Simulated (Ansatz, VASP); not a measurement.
Ru in VASP and in Ansatz

File INCAR:

```
ALGO     = Fast           # electronic algorithm
EDIFF    = 1E-6           # SCF threshold, eV
ENCUT    = 520            # plane-wave cutoff, eV
GGA      = PS             # functional
ISIF     = 2              # what is computed and relaxed
ISMEAR   = 0              # smearing method
LASPH    = T              # aspherical terms in the spheres
LCHARG   = F              # write CHGCAR
LREAL    = F              # projectors in reciprocal space
LWAVE    = F              # write WAVECAR
NBANDS   = 21             # bands
NELM     = 80             # most SCF steps
PREC     = Accurate       # precision mode
SIGMA    = 0.15           # smearing width, eV
```

Contents of KPOINTS:

```
k-points
0
Gamma
  18 18 10
```

The input POSCAR:

```
Ru
1.0
    2.6178701703      0.0000000000      0.0000000000
   -1.3089350852      2.2671420713      0.0000000000
    0.0000000000      0.0000000000      4.2523798378
Ru
2
Direct
    0.3133061610      0.6266123220      0.2500000000
    0.6866938390      0.3733876780      0.7500000000
```

Input for Ansatz:

```yaml
crystal:
  lattice:
    - [2.6178701703, 0.0, 0.0]
    - [-1.3089350852, 2.2671420713, 0.0]
    - [0.0, 0.0, 4.2523798378]
  atoms:
    - { symbol: Ru, position: [0.313306161, 0.626612322, 0.25] }
    - { symbol: Ru, position: [0.686693839, 0.373387678, 0.75] }
basis:
  ecutwfc: 420
kpoints:
  mp_grid: { grid: [18, 18, 10] }
hamiltonian:
  xc: pbesol
  pseudopotentials: { kind: paw, azcp: { folder: soft_1 } }
scf:
  occupations: { method: gaussian, width: 0.15 }
output:
  forces: true
  stress: true
  eigenvalues: true
```

Change from the starting cell: mode 5 frozen in at -0.093 Å, equal normal strain along x and y -0.0267.

Alike in both runs: task single point; functional PBEsol; k mesh 18 × 18 × 10; occupations gaussian, width 0.15 eV; no spin polarisation.

|  | VASP | Ansatz |
| --- | --- | --- |
| version | VASP 6.6.1 | Ansatz 0.2.0 |
| potentials or method | VASP PAW PBE potentials, release 64 (Ru_pv), cutoff 520 eV | scalar-relativistic, plane waves, PAW |
| valence electrons in the cell | 28 | 32 |

VASP gave:

```
gap on the k mesh at the Fermi level (eV)                     : none
pressure (GPa)                                                : 23.1
traceless stress, the component that is largest in VASP (GPa) : 8.38
rms of the force components (eV/Å)                            : 0.875
```

Problem. What did Ansatz give for the same quantities?

Solution. gap on the k mesh at the Fermi level (eV): none; pressure (GPa): 23.1; traceless stress, the component that is largest in VASP (GPa): 8.36; rms of the force components (eV/Å): 0.876.

VASP's potentials were made for PBE, not for PBEsol, and Ansatz warns of the same on its side. Atom by atom the forces differ by 0.001 eV/Å (rms over components). A gap of «none» marks a metal or a gap that the smearing closes. VASP's potentials hold 28 valence electrons a cell and Ansatz's 32, so a difference there can come from the potentials and not from the codes.
